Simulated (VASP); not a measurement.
# C in VASP: single point with PBE+D3(BJ)

Aim: the single point of C with PBE+D3(BJ).

Everything below comes from runs of VASP 6.6.1. Logs are shortened: lines on timing, memory, paths and dates and some standing lists are left out, and cuts for length are marked.

## (1) The cell of the first run

The cell holds a slab with vacuum, 2 atoms: a = 2.456 Å, b = 2.456 Å, c = 8.524 Å, α = 90.00°, β = 90.00°, γ = 120.00°.

## (2) Single point, PBE+D3(BJ) (atom 1 (C) moved by (-0.600, +0.300) A along x and y)

Input file INCAR:

```
  PREC = Accurate
  ENCUT = 520
  EDIFF = 1E-6
  ISMEAR = 0
  SIGMA = 0.15
  LREAL = False
  LASPH = True
  NELM = 60
  ALGO = Normal
  ISIF = 2
  LWAVE = False
  LCHARG = False
  GGA = PE
  IVDW = 12
  NBANDS = 11
```

Input file KPOINTS:

```
Automatic mesh
0
Gamma
  30 30 8
```

Input file POSCAR:

```
C
1.0
    2.4561701622      0.0000000000      0.0000000000
   -1.2280850811      2.1271057565      0.0000000000
    0.0000000000      0.0000000000      8.5238033600
C
2
Direct
    0.1595689396      0.8077033777      0.0000000000
    0.6666666667      0.3333333333      0.0000000000
```

Potentials or basis: VASP PAW PBE potentials, release 64 (C).

Command:

```
> cat potpaw_PBE.64/C/POTCAR > POTCAR
> mpirun -np 1 vasp_std > vasp.out
```

OUTCAR:

```text
PREC = Accurate
   ENCUT = 520
   EDIFF = 1E-6
   ISMEAR = 0
   LREAL = False
   LASPH = True
   NELM = 60
   ISIF = 2
   GGA = PE
   IVDW = 12
 IVDW          = 12

 ion  position               nearest neighbor table
   1  0.160  0.808  0.000-   2 1.19   2 1.27
   2  0.667  0.333  0.000-   1 1.19   1 1.27

  LATTYP: Found a hexagonal cell.
 ALAT       =     2.4561701622
 C/A-ratio  =     3.4703635323

  Lattice vectors:

 A1 = (   2.4561701622,   0.0000000000,   0.0000000000)
 A2 = (  -1.2280850811,   2.1271057565,   0.0000000000)
 A3 = (   0.0000000000,   0.0000000000,   8.5238033600)

Analysis of symmetry for initial positions (statically):
=====================================================================
 Subroutine PRICEL returns:
 Original cell was already a primitive cell.

 Routine SETGRP: Setting up the symmetry group for a
 hexagonal supercell.

 Subroutine GETGRP returns: Found  4 space group operations
 (whereof  2 operations were pure point group operations)
 out of a pool of 24 trial point group operations.

The static configuration has the point symmetry C_1h.
 The point group associated with its full space group is C_2h.

Analysis of symmetry for dynamics (positions and initial velocities):
=====================================================================
 Subroutine PRICEL returns:
 Original cell was already a primitive cell.

 Routine SETGRP: Setting up the symmetry group for a
 hexagonal supercell.

 Subroutine GETGRP returns: Found  4 space group operations
 (whereof  2 operations were pure point group operations)
 out of a pool of 24 trial point group operations.

The dynamic configuration has the point symmetry C_1h.
 The point group associated with its full space group is C_2h.

 Subroutine INISYM returns: Found  4 space group operations
 (whereof  2 operations are pure point group operations),
 and found     1 'primitive' translations

----------------------------------------------------------------------------------------

                                     Primitive cell

  volume of cell :      44.5329

  direct lattice vectors                    reciprocal lattice vectors
     2.456170162  0.000000000  0.000000000     0.407137916  0.235061185  0.000000000
    -1.228085081  2.127105756  0.000000000     0.000000000  0.470122370  0.000000000
     0.000000000  0.000000000  8.523803360     0.000000000  0.000000000  0.117318521

  length of vectors
     2.456170162  2.456170162  8.523803360     0.470122370  0.470122370  0.117318521

  position of ions in fractional coordinates (direct lattice)
     0.159568940  0.807703378  0.000000000
     0.666666667  0.333333333  0.000000000

  ion indices of the primitive-cell ions
   primitive index   ion index
                 1           1
                 2           2

----------------------------------------------------------------------------------------

 KPOINTS: Automatic mesh

Automatic generation of k-mesh.
 Grid dimensions read from file:
 generate k-points for:   30   30    8

 Generating k-lattice:

  Cartesian coordinates                     Fractional coordinates (reciprocal lattice)
     0.013571264  0.007835373  0.000000000     0.033333333  0.000000000  0.000000000
     0.000000000  0.015670746  0.000000000     0.000000000  0.033333333  0.000000000
     0.000000000  0.000000000  0.014664815     0.000000000  0.000000000  0.125000000

  Length of vectors
     0.015670746  0.015670746  0.014664815

  Shift w.r.t. Gamma in fractional coordinates (k-lattice)
     0.000000000  0.000000000  0.000000000

 Subroutine IBZKPT returns following result:
 ===========================================

 Found   2260 irreducible k-points:

 Following reciprocal coordinates:
            Coordinates               Weight
  0.000000  0.000000  0.000000      1.000000
  0.033333 -0.000000  0.000000      2.000000
  0.000000  0.033333  0.000000      2.000000
 -0.033333  0.033333  0.000000      2.000000
  0.066667  0.000000  0.000000      2.000000
  0.000000  0.066667  0.000000      2.000000
[... 16 lines left out ...]
  0.266667  0.000000  0.000000      2.000000
  0.000000  0.266667  0.000000      2.000000
 [... further k-points ...]
   k-points           NKPTS =   2260   k-points in BZ     NKDIM =   2260   number of bands    NBANDS=     11
   number of dos      NEDOS =    301   number of ions     NIONS =      2
   total plane-waves  NPLWV =  20736
   dimension x,y,z NGX =    18 NGY =   18 NGZ =   64
   dimension x,y,z NGXF=    36 NGYF=   36 NGZF=  128
   ions per type =               2
   NGX,Y,Z   is equivalent  to a cutoff of  12.18, 12.18, 12.48 a.u.
   NGXF,Y,Z  is equivalent  to a cutoff of  24.37, 24.37, 24.96 a.u.
 SYSTEM =  unknown system
   PREC   = accura    normal or accurate (medium, high low for compatibility)
   ISTART =      0    job   : 0-new  1-cont  2-samecut
   ICHARG =      2    charge: 1-file 2-atom 10-const
   ISPIN  =      1    spin polarized calculation?
   LNONCOLLINEAR =      F non collinear calculations
   LSORBIT =      F    spin-orbit coupling
   LASPH  =      T    aspherical Exc in radial PAW
   ENCUT  =  520.0 eV  38.22 Ry    6.18 a.u.   4.57  4.57 15.85*2*pi/ulx,y,z
   NELM   =     60;   NELMIN=  2; NELMDL= -5     # of ELM steps
   EDIFF  = 0.1E-05   stopping-criterion for ELM
   LREAL  =      F    real-space projection
   EDIFFG = 0.1E-04   stopping-criterion for IOM
   NSW    =      0    number of steps for IOM
   IBRION =     -1    ionic relax: 0-MD 1-quasi-New 2-CG
   NFREE  =      0    steps in history (QN), initial steepest desc. (CG)
   ISIF   =      2    stress and relaxation
   ISYM   =      2    0-nonsym 1-usesym 2-fastsym
   POTIM  = 0.5000    time-step for ionic-motion
   TEBEG  =    0.0;   TEEND  =   0.0 temperature during run
   PSTRESS=    0.0 pullay stress
   NELECT =       8.0000    total number of electrons
   NUPDOWN=      -1.0000    fix difference up-down
   EMIN   =  10.00;   EMAX   =-10.00  energy-range for DOS
   EFERMI =   0.00;   METHOD = LEGACY
   ISMEAR =     0;   SIGMA  =   0.15  broadening in eV -4-tet -1-fermi 0-gaus
   EFERMI_NEDOS =   21; number of points for ismear=-14 and -15
   IALGO  =     38    algorithm
   IMIX   =      4    mixing-type and parameters
     AMIX     =   0.40;   BMIX     =  1.00
     AMIX_MAG =   1.60;   BMIX_MAG =  1.00
  volume/ion in A,a.u.               =      22.27       150.26
  Fermi-wavevector in a.u.,A,eV,Ry     =   0.923729  1.745594 11.609511  0.853275
  Thomas-Fermi vector in A             =   2.049397
   LORBIT       =      0    0 simple, 1 ext, 2 COOP (PROOUT), +10 PAW based schemes
   GGA     = PE    functional components
   LHFCALC =     F    Hartree Fock is set to
   AEXX    =    0.0000 exact exchange contribution
   IVDW    =    12    specifies the selected vdW correction
   LEPSILON=     F    determine dielectric tensor
   LRPA    =     F    only Hartree local field effects (RPA)
 non-spin polarized calculation
 Gauss-broadening in eV      SIGMA  =   0.15
  energy-cutoff  :      520.00
  volume of cell :       44.53
 maximum number of plane-waves:      1222
   NGX =  9   NGY =  9   NGZ = 31

 number of electron       7.9999998 magnetization

 Free energy of the ion-electron system (eV)
  ---------------------------------------------------
  ext. energy  EPLUGINS =         0.00000000
  ---------------------------------------------------
  free energy    TOTEN  =       -14.48178868 eV

  energy without entropy =      -14.47707757  energy(sigma->0) =      -14.47943313

 E-fermi :  -0.5375     XC(G=0):  -4.9408

 val. band max:       -0.5392004319   @ k =   0.0000   0.4667   0.0000
 cond. band min:      -0.5318076510   @ k =   0.2667   0.2667   0.5000
 fundamental gap:      0.0073927810
 Fermi energy:        -0.5375329797

 k-point     1 :       0.0000    0.0000    0.0000
  band No.  band energies     occupation
      1     -20.4471      2.00000
      2     -10.2863      2.00000
      3      -8.7930      2.00000
      4      -0.6571      1.74058
      5       2.2690      0.00000
      6       4.4720      0.00000
      7       6.2708      0.00000
      8       7.5095      0.00000
      9      12.1513      0.00000
     10      12.1645      0.00000
     11      12.6458      0.00000

 k-point     2 :       0.0333   -0.0000    0.0000
  band No.  band energies     occupation
      1     -20.4230      2.00000
      2     -10.3105      2.00000
      3      -8.7602      2.00000
      4      -0.6712      1.79230
      5       2.3049      0.00000
      6       4.5075      0.00000
      7       6.3048      0.00000
      8       7.3158      0.00000
      9      12.0047      0.00000
     10      12.1918      0.00000
     11      12.6814      0.00000

 k-point     3 :       0.0000    0.0333    0.0000
  band No.  band energies     occupation
      1     -20.4230      2.00000
      2     -10.3104      2.00000
      3      -8.7603      2.00000
      4      -0.6689      1.78448
      5       2.3048      0.00000
      6       4.5075      0.00000
      7       6.3043      0.00000
      8       7.3054      0.00000
      9      12.0070      0.00000
     10      12.1983      0.00000
     11      12.6796      0.00000

 k-point     4 :      -0.0333    0.0333    0.0000
  band No.  band energies     occupation
      1     -20.4202      2.00000
      2     -10.3008      2.00000
      3      -8.7680      2.00000
      4      -0.8058      1.98857
      5       2.3054      0.00000
      6       4.5047      0.00000
      7       6.3067      0.00000
      8       7.4942      0.00000
      9      12.1406      0.00000
     10      12.1872      0.00000
     11      12.6652      0.00000

 k-point     5 :       0.0667    0.0000    0.0000
  band No.  band energies     occupation
      1     -20.3509      2.00000
      2     -10.3831      2.00000
      3      -8.6619      2.00000
      4      -0.7124      1.90076
      5       2.4126      0.00000
      6       4.6141      0.00000
      7       6.4032      0.00000
      8       6.7952      0.00000
      9      11.5538      0.00000
     10      12.3025      0.00000
     11      12.7809      0.00000
[... 211 lines left out ...]
 k-point    21 :       0.0000    0.2333    0.0000
  band No.  band energies     occupation
      1     -19.2855      2.00000
      2     -11.5051      2.00000
      3      -7.1982      2.00000
      4      -1.0881      2.00000
      5       2.5090      0.00000
      6       4.0292      0.00000
      7       6.1871      0.00000
      8       6.9106      0.00000
      9       7.9676      0.00000
     10      13.5114      0.00000
     11      14.1732      0.00000

 k-point    22 :      -0.2333    0.2333    0.0000
  band No.  band energies     occupation
      1     -19.1514      2.00000
      2     -10.8514      2.00000
      3      -7.6541      2.00000
      4      -5.6392      2.00000
      5       4.0522      0.00000
      6       5.9889      0.00000
      7       6.8937      0.00000
      8       8.0352      0.00000
      9      11.2536      0.00000
     10      12.8490      0.00000
     11      13.5781      0.00000

 k-point    23 :       0.2667    0.0000    0.0000
  band No.  band energies     occupation
      1     -18.9405      2.00000
      2     -11.8875      2.00000
      3      -6.7108      2.00000
      4      -1.3339      2.00000
      5       2.0321      0.00000
      6       4.5599      0.00000
      7       5.7264      0.00000
      8       6.7636      0.00000
      9       8.4759      0.00000
     10      13.6973      0.00000
     11      14.6286      0.00000

 k-point    24 :       0.0000    0.2667    0.0000
  band No.  band energies     occupation
      1     -18.9391      2.00000
      2     -11.8850      2.00000
      3      -6.7146      2.00000
      4      -1.1712      2.00000
      5       1.7672      0.00000
      6       4.5633      0.00000
      7       5.7467      0.00000
      8       6.7615      0.00000
      9       8.4807      0.00000
     10      13.7774      0.00000
     11      14.6213      0.00000

 [... further k-points ...]

------------------------ aborting loop because EDIFF is reached ----------------------------------------

 Edisp (eV)   -0.19488

 E8    (eV) :    -0.0600

  FORCE on cell =-STRESS in cart. coord.  units (eV):
  Direction    XX          YY          ZZ          XY          YZ          ZX
  --------------------------------------------------------------------------------------
  -------------------------------------------------------------------------------------
  Total      10.62208    12.47224    -0.03134     2.04408     0.00000     0.00000
  in kB     382.15468   448.71851    -1.12735    73.54070     0.00000     0.00000
  external pressure =      276.58 kB  Pullay stress =        0.00 kB

 VOLUME and BASIS-vectors are now :
 -----------------------------------------------------------------------------
  energy-cutoff  :      520.00
  volume of cell :       44.53
      direct lattice vectors                 reciprocal lattice vectors
     2.456170162  0.000000000  0.000000000     0.407137916  0.235061185  0.000000000
    -1.228085081  2.127105756  0.000000000     0.000000000  0.470122370  0.000000000
     0.000000000  0.000000000  8.523803360     0.000000000  0.000000000  0.117318521

 POSITION                                       TOTAL-FORCE (eV/Angst)
 -----------------------------------------------------------------------------------
     -0.60000      1.71807      0.00000         3.740879      3.464171      0.000000
      1.22809      0.70904      0.00000        -3.740879     -3.464171      0.000000
 -----------------------------------------------------------------------------------
    total drift:                               -0.000003      0.000004     -0.000000

  FREE ENERGIE OF THE ION-ELECTRON SYSTEM (eV)
  ---------------------------------------------------
  free  energy   TOTEN  =       -14.6766697741 eV

  energy  without entropy=      -14.6719586683  energy(sigma->0) =      -14.67431422
```

Wall time 7.8 min (1 thread of Intel Xeon 6975P-C (Granite Rapids), shared host); peak memory 0.89 GiB.

Results:

| Item | Value |
| --- | --- |
| Free energy | -14.6767 eV |
| Largest force | 5.098 eV/Å |
| Band gap on the k mesh | zero (band 4 reaches 0.44 eV, above the bottom of band 5 at -1.27 eV) |
| Dispersion energy per atom | -0.097 eV |

Forces in eV/Å, atoms in the order of the input:
```
C    3.741  3.464  0.000
C   -3.741 -3.464  0.000
```

Caveat: the cell differs from its parent crystal (atom 1 (C) moved by (-0.600, +0.300) A along x and y).
